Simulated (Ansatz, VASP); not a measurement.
## Ru16CO: VASP beside Ansatz

```
Ru O C
1.0
     5.39519    0.00000    0.00000
    -2.69759    4.67237    0.00000
     0.00000    0.00000   25.08831
Ru O C
16 1 1
Direct
  0.33333 0.16667 0.15944
  0.33333 0.66667 0.15944
  0.83333 0.16667 0.15944
  0.83333 0.66667 0.15944
  0.16667 0.33333 0.24445
  0.16667 0.83333 0.24445
  0.66667 0.33333 0.24445
  0.66667 0.83333 0.24445
  0.33333 0.16667 0.32931
  0.33333 0.66667 0.32931
  0.83333 0.16667 0.32931
  0.83333 0.66667 0.32931
  0.16667 0.33333 0.41208
  0.16667 0.83333 0.41208
  0.66667 0.33333 0.41208
  0.66667 0.83333 0.41208
  0.16667 0.41667 0.53165
  0.16667 0.41667 0.57749
```

Alike in both runs: task single point; functional PBE; dispersion D3(BJ); k mesh 6 × 6 × 1; occupations gaussian, width 0.1 eV; no spin polarisation.

|  | VASP | Ansatz |
| --- | --- | --- |
| version | VASP 6.6.1 | Ansatz 0.2.0 |
| potentials or method | VASP PAW PBE potentials, release 64 (Ru_pv, O, C), cutoff 520 eV | scalar-relativistic, plane waves, PAW |
| valence electrons in the cell | 234 | 266 |

```tsv
	VASP	Ansatz	Ansatz less VASP
gap on the k mesh at the Fermi level (eV)	none	none	-
rms of the force components (eV/Å)	0.242	0.357	+0.1152
```

Atom by atom the forces differ by 0.162 eV/Å (rms over components). A gap of «none» marks a metal or a gap that the smearing closes. One of these differences is far larger than is usual between the two programs; its cause wasn't traced. VASP's potentials hold 234 valence electrons a cell and Ansatz's 266, so a difference there can come from the potentials and not from the codes.

Noted on VASP's run: the standard files for N, O and F lose accuracy on very short bonds.
